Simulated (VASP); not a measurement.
Set up this calculation in VASP 6.6.1, as the native input.

```yaml
Task: single point
Functional: PBE
Potentials_or_basis: VASP PAW PBE potentials, release 64 (Hf_pv, N)
Cutoff: 520 eV
k_mesh: 18 × 18 × 18
Occupations: methfessel-paxton, width 0.2 eV
Spin: no spin polarisation
Dipole_correction: no
Further_INCAR_settings: ALGO = Normal; EDIFF = 1e-06; NBANDS = 14
```

The structure of HfN lies in POSCAR:

```
HfN
1.0
    0.0000000000      2.2590000000      2.2590000000
    2.2590000000      0.0000000000      2.2590000000
    2.2590000000      2.2590000000      0.0000000000
Hf N
1 1
Direct
    0.0000000000      0.0000000000      0.0000000000
    0.5000000000      0.5000000000      0.5000000000
```

The input as run:

INCAR

```
  PREC = Accurate
  ENCUT = 520
  EDIFF = 1E-6
  ISMEAR = 1
  SIGMA = 0.2
  LREAL = False
  LASPH = True
  NELM = 100
  ALGO = Normal
  ISIF = 2
  LWAVE = False
  LCHARG = False
  GGA = PE
  NBANDS = 14
```

KPOINTS

```
regular mesh
0
Gamma
  18 18 18
```

Potentials or basis: VASP PAW PBE potentials, release 64 (Hf_pv, N).

Run with:

```bash
$ cat potpaw_PBE.64/Hf_pv/POTCAR potpaw_PBE.64/N/POTCAR > POTCAR
$ mpirun -np 1 vasp_std > vasp.out
```

It gave:

```yaml
Pressure: 3.0 GPa
```

It took 16 s on 1 thread of Intel(R) Xeon(R) 6975P-C (Granite Rapids) (shared host), peak memory 0.18 GiB.
